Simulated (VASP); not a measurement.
# RbCuS2 (P4/mmm) in VASP: notebook

The runs below take RbCuS2 through single point, with PBE.

All numbers are computed with VASP 6.6.1; they aren't measurements. Logs are shortened: lines on timing, memory, paths and dates and some standing lists are left out, and cuts for length are marked.

### 1 The cell of the first run

It takes space group P4/mmm (No. 123, tetragonal). Conventional cell: a = 4.752 Å, b = 4.752 Å, c = 5.096 Å, α = 90.00°, β = 90.00°, γ = 90.00°. Rb (site symmetry 4/mmm) has 8 S at 3.48 Å and 8 Cu at 4.22 Å and 4 Rb at 4.75 Å within 4.8 Å. Within 3.1 Å of Cu (site symmetry 4/mmm) lie 4 S at 2.38 Å. S (site symmetry mmm) has 2 Cu at 2.38 Å within 3.1 Å.

### 2 Single point, PBE, collinear spin

Contents of INCAR:

```
ALGO = Normal
EDIFF = 1E-6
ENCUT = 520
GGA = PE
ISIF = 2
ISMEAR = 0
ISPIN = 2
LASPH = True
LCHARG = True
LELF = True
LMAXMIX = 4
LORBIT = 11
LREAL = False
LVHAR = True
LWAVE = False
MAGMOM = 0 1 0 0
NBANDS = 28
NELM = 150
PREC = Accurate
SIGMA = 0.1
```

Contents of KPOINTS:

```
k-points
0
Gamma
  4 4 4
```

Contents of POSCAR:

```
RbCuS2
1.0
    4.7520000000      0.0000000000      0.0000000000
    0.0000000000      4.7520000000      0.0000000000
    0.0000000000      0.0000000000      5.0961255900
Rb Cu S
1 1 2
Direct
    0.5000000000      0.5000000000      0.5000000000
    0.0000000000      0.0000000000      0.0000000000
    0.5000000000      0.0000000000      0.0000000000
    0.0000000000      0.5000000000      0.0000000000
```

Potentials or basis: VASP PAW PBE potentials, release 64 (Rb_sv, Cu, S).

Run with:

```sh
> cat potpaw_PBE.64/Rb_sv/POTCAR potpaw_PBE.64/Cu/POTCAR potpaw_PBE.64/S/POTCAR > POTCAR
> mpirun -np 1 vasp_std > vasp.out
```

OUTCAR:

```text
EDIFF = 1E-6
   ENCUT = 520
   GGA = PE
   ISIF = 2
   ISMEAR = 0
   ISPIN = 2
   LASPH = True
   LORBIT = 11
   LREAL = False
   NELM = 150
   PREC = Accurate

 ion  position               nearest neighbor table
   1  0.500  0.500  0.500-   3 3.48   4 3.48   3 3.48   4 3.48   3 3.48   3 3.48   4 3.48   4 3.48
                             2 4.22   2 4.22   2 4.22   2 4.22   2 4.22   2 4.22   2 4.22   2 4.22
   2  0.000  0.000  0.000-   3 2.38   4 2.38   4 2.38   3 2.38   1 4.22   1 4.22   1 4.22   1 4.22
                             1 4.22   1 4.22   1 4.22   1 4.22
   3  0.500  0.000  0.000-   2 2.38   2 2.38   1 3.48   1 3.48   1 3.48   1 3.48
   4  0.000  0.500  0.000-   2 2.38   2 2.38   1 3.48   1 3.48   1 3.48   1 3.48

  LATTYP: Found a simple tetragonal cell.
 ALAT       =     4.7520000000
 C/A-ratio  =     1.0724170013

  Lattice vectors:

 A1 = (   4.7520000000,   0.0000000000,   0.0000000000)
 A2 = (   0.0000000000,   4.7520000000,   0.0000000000)
 A3 = (   0.0000000000,   0.0000000000,   5.0961255900)

Analysis of symmetry for initial positions (statically):
=====================================================================
 Subroutine PRICEL returns:
 Original cell was already a primitive cell.

 Routine SETGRP: Setting up the symmetry group for a
 simple tetragonal supercell.

 Subroutine GETGRP returns: Found 16 space group operations
 (whereof 16 operations were pure point group operations)
 out of a pool of 16 trial point group operations.

The static configuration has the point symmetry D_4h.

Analysis of symmetry for dynamics (positions and initial velocities):
=====================================================================
 Subroutine PRICEL returns:
 Original cell was already a primitive cell.

 Routine SETGRP: Setting up the symmetry group for a
 simple tetragonal supercell.

 Subroutine GETGRP returns: Found 16 space group operations
 (whereof 16 operations were pure point group operations)
 out of a pool of 16 trial point group operations.

The dynamic configuration has the point symmetry D_4h.

Analysis of structural, dynamic, and magnetic symmetry:
=====================================================================
 Subroutine PRICEL returns:
 Original cell was already a primitive cell.

 Routine SETGRP: Setting up the symmetry group for a
 simple tetragonal supercell.

 Subroutine GETGRP returns: Found 16 space group operations
 (whereof 16 operations were pure point group operations)
 out of a pool of 16 trial point group operations.

The overall configuration has the point symmetry D_4h.

 Subroutine INISYM returns: Found 16 space group operations
 (whereof 16 operations are pure point group operations),
 and found     1 'primitive' translations

----------------------------------------------------------------------------------------

                                     Primitive cell

  volume of cell :     115.0782

  direct lattice vectors                    reciprocal lattice vectors
     4.752000000  0.000000000  0.000000000     0.210437710  0.000000000  0.000000000
     0.000000000  4.752000000  0.000000000     0.000000000  0.210437710  0.000000000
     0.000000000  0.000000000  5.096125590     0.000000000  0.000000000  0.196227503

  length of vectors
     4.752000000  4.752000000  5.096125590     0.210437710  0.210437710  0.196227503

  position of ions in fractional coordinates (direct lattice)
     0.500000000  0.500000000  0.500000000
     0.000000000  0.000000000  0.000000000
     0.500000000  0.000000000  0.000000000
     0.000000000  0.500000000  0.000000000

  ion indices of the primitive-cell ions
   primitive index   ion index
                 1           1
                 2           2
                 3           3
                 4           4

----------------------------------------------------------------------------------------

 KPOINTS: k-points

Automatic generation of k-mesh.
 Grid dimensions read from file:
 generate k-points for:    4    4    4

 Generating k-lattice:

  Cartesian coordinates                     Fractional coordinates (reciprocal lattice)
     0.052609428  0.000000000  0.000000000     0.250000000  0.000000000  0.000000000
     0.000000000  0.052609428  0.000000000     0.000000000  0.250000000  0.000000000
     0.000000000  0.000000000  0.049056876     0.000000000  0.000000000  0.250000000

  Length of vectors
     0.052609428  0.052609428  0.049056876

  Shift w.r.t. Gamma in fractional coordinates (k-lattice)
     0.000000000  0.000000000  0.000000000

 Subroutine IBZKPT returns following result:
 ===========================================

 Found     18 irreducible k-points:

 Following reciprocal coordinates:
            Coordinates               Weight
  0.000000  0.000000  0.000000      1.000000
  0.250000  0.000000  0.000000      4.000000
  0.500000  0.000000  0.000000      2.000000
  0.250000  0.250000  0.000000      4.000000
  0.500000  0.250000  0.000000      4.000000
  0.500000  0.500000  0.000000      1.000000
[... 10 lines left out ...]
  0.500000  0.250000  0.500000      4.000000
  0.500000  0.500000  0.500000      1.000000
   k-points           NKPTS =     18   k-points in BZ     NKDIM =     18   number of bands    NBANDS=     28
   number of dos      NEDOS =    301   number of ions     NIONS =      4
   total plane-waves  NPLWV =  51840
   dimension x,y,z NGX =    36 NGY =   36 NGZ =   40
   dimension x,y,z NGXF=    72 NGYF=   72 NGZF=   80
   ions per type =               1   1   2
   NGX,Y,Z   is equivalent  to a cutoff of  12.59, 12.59, 13.05 a.u.
   NGXF,Y,Z  is equivalent  to a cutoff of  25.19, 25.19, 26.10 a.u.
 SYSTEM =  unknown system
   PREC   = accura    normal or accurate (medium, high low for compatibility)
   ISTART =      0    job   : 0-new  1-cont  2-samecut
   ICHARG =      2    charge: 1-file 2-atom 10-const
   ISPIN  =      2    spin polarized calculation?
   LNONCOLLINEAR =      F non collinear calculations
   LSORBIT =      F    spin-orbit coupling
   LASPH  =      T    aspherical Exc in radial PAW
   ENCUT  =  520.0 eV  38.22 Ry    6.18 a.u.   8.84  8.84  9.48*2*pi/ulx,y,z
   NELM   =    150;   NELMIN=  2; NELMDL= -5     # of ELM steps
   EDIFF  = 0.1E-05   stopping-criterion for ELM
   LREAL  =      F    real-space projection
   EDIFFG = 0.1E-04   stopping-criterion for IOM
   NSW    =      0    number of steps for IOM
   IBRION =     -1    ionic relax: 0-MD 1-quasi-New 2-CG
   NFREE  =      0    steps in history (QN), initial steepest desc. (CG)
   ISIF   =      2    stress and relaxation
   ISYM   =      2    0-nonsym 1-usesym 2-fastsym
   POTIM  = 0.5000    time-step for ionic-motion
   TEBEG  =    0.0;   TEEND  =   0.0 temperature during run
   PSTRESS=    0.0 pullay stress
   NELECT =      32.0000    total number of electrons
   NUPDOWN=      -1.0000    fix difference up-down
   EMIN   =  10.00;   EMAX   =-10.00  energy-range for DOS
   EFERMI =   0.00;   METHOD = LEGACY
   ISMEAR =     0;   SIGMA  =   0.10  broadening in eV -4-tet -1-fermi 0-gaus
   EFERMI_NEDOS =   21; number of points for ismear=-14 and -15
   IALGO  =     38    algorithm
   IMIX   =      4    mixing-type and parameters
     AMIX     =   0.40;   BMIX     =  1.00
     AMIX_MAG =   1.60;   BMIX_MAG =  1.00
  volume/ion in A,a.u.               =      28.77       194.15
  Fermi-wavevector in a.u.,A,eV,Ry     =   1.068547  2.019262 15.535047  1.141794
  Thomas-Fermi vector in A             =   2.204199
   LORBIT       =     11    0 simple, 1 ext, 2 COOP (PROOUT), +10 PAW based schemes
   GGA     = PE    functional components
   LHFCALC =     F    Hartree Fock is set to
   AEXX    =    0.0000 exact exchange contribution
   IVDW    =     0    specifies the selected vdW correction
   LEPSILON=     F    determine dielectric tensor
   LRPA    =     F    only Hartree local field effects (RPA)
 spin polarized calculation
 Gauss-broadening in eV      SIGMA  =   0.10
  energy-cutoff  :      520.00
  volume of cell :      115.08
 maximum number of plane-waves:      3120
 NGX is ok and might be reduce to    36
   NGX = 17   NGY = 17   NGZ = 19

 number of electron      32.0000011 magnetization      -0.0007299

 number of electron      32.0000011 magnetization       0.0000465

 Free energy of the ion-electron system (eV)
  ---------------------------------------------------
  ext. energy  EPLUGINS =         0.00000000
  ---------------------------------------------------
  free energy    TOTEN  =       -14.19870740 eV

  energy without entropy =      -14.19158635  energy(sigma->0) =      -14.19514688

 E-fermi :   0.8051     XC(G=0):  -8.0940

 val. band max:        0.7318453926   @ k =   0.2500   0.0000   0.0000
 cond. band min:       0.8536653082   @ k =   0.0000   0.0000   0.5000
 fundamental gap:      0.1218199156
 Fermi energy:         0.8050530936

 spin component 1

 k-point     1 :       0.0000    0.0000    0.0000
  band No.  band energies     occupation
      1     -24.6280      1.00000
      2     -11.3061      1.00000
      3      -9.9216      1.00000
      4      -8.7597      1.00000
      5      -8.7597      1.00000
      6      -8.7351      1.00000
[... 20 lines left out ...]
     27      11.5364      0.00000
     28      11.5875      0.00000

 k-point     2 :       0.2500    0.0000    0.0000
  band No.  band energies     occupation
      1     -24.6261      1.00000
      2     -11.1217      1.00000
      3     -10.1389      1.00000
      4      -8.7539      1.00000
      5      -8.7212      1.00000
      6      -8.7124      1.00000
[... 20 lines left out ...]
     27      11.0570      0.00000
     28      11.7392      0.00000

 k-point     3 :       0.5000    0.0000    0.0000
  band No.  band energies     occupation
      1     -24.6243      1.00000
      2     -10.7845      1.00000
      3     -10.4930      1.00000
      4      -8.7480      1.00000
      5      -8.7072      1.00000
      6      -8.6855      1.00000
[... 429 lines left out ...]
      2     -10.5590      1.00000
      3     -10.5277      1.00000
      4      -8.8593      1.00000
      5      -8.7930      1.00000
      6      -8.6700      1.00000
[... 20 lines left out ...]
     27      10.8500      0.00000
     28      10.9662      0.00000

 k-point    18 :       0.5000    0.5000    0.5000
  band No.  band energies     occupation
      1     -24.6191      1.00000
      2     -10.4319      1.00000
      3     -10.4319      1.00000
      4      -8.8524      1.00000
      5      -8.8524      1.00000
      6      -8.7939      1.00000
[... 20 lines left out ...]
     27      10.2478      0.00000
     28      10.5910      0.00000
 Fermi energy:         0.8050530936

 spin component 2

 k-point     1 :       0.0000    0.0000    0.0000
  band No.  band energies     occupation
      1     -24.6280      1.00000
      2     -11.3061      1.00000
      3      -9.9216      1.00000
      4      -8.7597      1.00000
      5      -8.7597      1.00000
      6      -8.7351      1.00000
[... 20 lines left out ...]
     27      11.5364      0.00000
     28      11.5875      0.00000

 k-point     2 :       0.2500    0.0000    0.0000
  band No.  band energies     occupation
      1     -24.6261      1.00000
      2     -11.1217      1.00000
      3     -10.1389      1.00000
      4      -8.7539      1.00000
      5      -8.7212      1.00000
      6      -8.7124      1.00000
[... 20 lines left out ...]
     27      11.0570      0.00000
     28      11.7392      0.00000

 k-point     3 :       0.5000    0.0000    0.0000
  band No.  band energies     occupation
      1     -24.6243      1.00000
      2     -10.7845      1.00000
      3     -10.4930      1.00000
      4      -8.7480      1.00000
      5      -8.7072      1.00000
      6      -8.6855      1.00000
[... 430 lines left out ...]
      3     -10.5277      1.00000
      4      -8.8593      1.00000
      5      -8.7930      1.00000
      6      -8.6700      1.00000
[... 20 lines left out ...]
     27      10.8499      0.00000
     28      10.9640      0.00000

 k-point    18 :       0.5000    0.5000    0.5000
  band No.  band energies     occupation
      1     -24.6191      1.00000
      2     -10.4319      1.00000
      3     -10.4319      1.00000
      4      -8.8524      1.00000
      5      -8.8524      1.00000
      6      -8.7939      1.00000
[... 20 lines left out ...]
     27      10.2478      0.00000
     28      10.5907      0.00000

------------------------ aborting loop because EDIFF is reached ----------------------------------------

  FORCE on cell =-STRESS in cart. coord.  units (eV):
  Direction    XX          YY          ZZ          XY          YZ          ZX
  --------------------------------------------------------------------------------------
  -------------------------------------------------------------------------------------
  Total       -3.6982997     -3.6982997      0.1550352      0.0000000      0.0000000      0.0000000
  in kB      -51.4896216    -51.4896216      2.1584790      0.0000000      0.0000000      0.0000000
  external PRESSURE =     -33.6069214 kB  Pullay stress =       0.0000000 kB

 VOLUME and BASIS-vectors are now :
 -----------------------------------------------------------------------------
  energy-cutoff  :      520.00
  volume of cell :      115.08
      direct lattice vectors                 reciprocal lattice vectors
     4.752000000  0.000000000  0.000000000     0.210437710  0.000000000  0.000000000
     0.000000000  4.752000000  0.000000000     0.000000000  0.210437710  0.000000000
     0.000000000  0.000000000  5.096125590     0.000000000  0.000000000  0.196227503

 POSITION                                       TOTAL-FORCE (eV/Angst)
 -----------------------------------------------------------------------------------
      2.37600      2.37600      2.54806         0.000000      0.000000      0.000000
      0.00000      0.00000      0.00000         0.000000      0.000000      0.000000
      2.37600      0.00000      0.00000         0.000000      0.000000      0.000000
      0.00000      2.37600      0.00000         0.000000      0.000000      0.000000
 -----------------------------------------------------------------------------------
    total drift:                                0.000000      0.000000     -0.000000

  FREE ENERGIE OF THE ION-ELECTRON SYSTEM (eV)
  ---------------------------------------------------
  free  energy   TOTEN  =       -14.1987074047 eV

  energy  without entropy=      -14.1915863526  energy(sigma->0) =      -14.19514688

 total charge

# of ion       s       p       d       tot
------------------------------------------
    1        1.940   5.351   0.024   7.314
    2        0.367   0.270   9.187   9.824
    3        1.356   2.263   0.000   3.619
    4        1.356   2.263   0.000   3.619
--------------------------------------------------
tot          5.018  10.146   9.211  24.376

 magnetization (x)

# of ion       s       p       d       tot
------------------------------------------
    1        0.000   0.000   0.000   0.000
    2        0.000  -0.000   0.000   0.000
    3       -0.000  -0.000   0.000  -0.000
    4       -0.000  -0.000   0.000  -0.000
--------------------------------------------------
tot         -0.000  -0.000   0.000   0.000
```

It took 2 min on 1 thread of Intel Xeon Platinum 8259CL at 2.50GHz (Skylake/Cascade Lake), shared host; peak memory 0.3 GiB.

Results:

```
Free energy                                           : -14.1987 eV
Pressure                                              : -3.4 GPa
Band gap on the k mesh                                : zero (filled and empty bands overlap)
Net moment                                            : 0.00 μB per cell
Valence electrons inside the program's atomic spheres : Rb 7.31; Cu 9.82; S 3.62
```

Stress tensor (GPa, compression positive):
```
-5.15  0.00  0.00
 0.00 -5.15  0.00
 0.00  0.00  0.22
```

Levels at points of the mesh, in eV from the Fermi level:
Spin up:
```csv
k point,band 11,band 12,band 13,band 14,band 15,band 16,band 17,band 18,band 19,band 20
"(0.00, 0.00, 0.00)",-1.86,-1.84,-1.74,-1.54,-0.26,0.14,0.14,1.91,4.23,5.84
"(0.50, 0.00, 0.00)",-1.85,-1.72,-1.29,-1.26,-0.87,-0.27,-0.13,4.99,5.11,6.33
"(0.50, 0.50, 0.00)",-2.37,-1.61,-1.16,-0.30,-0.30,0.94,2.27,4.65,5.60,6.77
"(0.00, 0.00, 0.50)",-1.86,-1.86,-1.84,-1.67,-0.61,0.05,0.05,2.53,5.02,7.32
"(0.50, 0.00, 0.50)",-1.86,-1.69,-1.24,-1.00,-0.78,-0.52,-0.41,4.62,6.46,6.88
"(0.50, 0.50, 0.50)",-2.34,-1.52,-0.98,-0.24,-0.24,0.98,2.28,2.66,6.18,7.10
```
Spin down:
| k point | band 13 | band 14 | band 15 | band 16 | band 17 | band 18 |
| --- | --- | --- | --- | --- | --- | --- |
| (0.00, 0.00, 0.00) | -1.74 | -1.54 | -0.26 | 0.14 | 0.14 | 1.91 |
| (0.50, 0.00, 0.00) | -1.29 | -1.26 | -0.87 | -0.27 | -0.13 | 4.99 |
| (0.50, 0.50, 0.00) | -1.16 | -0.30 | -0.30 | 0.94 | 2.27 | 4.65 |
| (0.00, 0.00, 0.50) | -1.84 | -1.67 | -0.61 | 0.05 | 0.05 | 2.53 |
| (0.50, 0.00, 0.50) | -1.24 | -1.00 | -0.78 | -0.52 | -0.41 | 4.62 |
| (0.50, 0.50, 0.50) | -0.98 | -0.24 | -0.24 | 0.98 | 2.28 | 2.66 |

Caveat: the cell stands under tension.

[end of part 1 of 2]
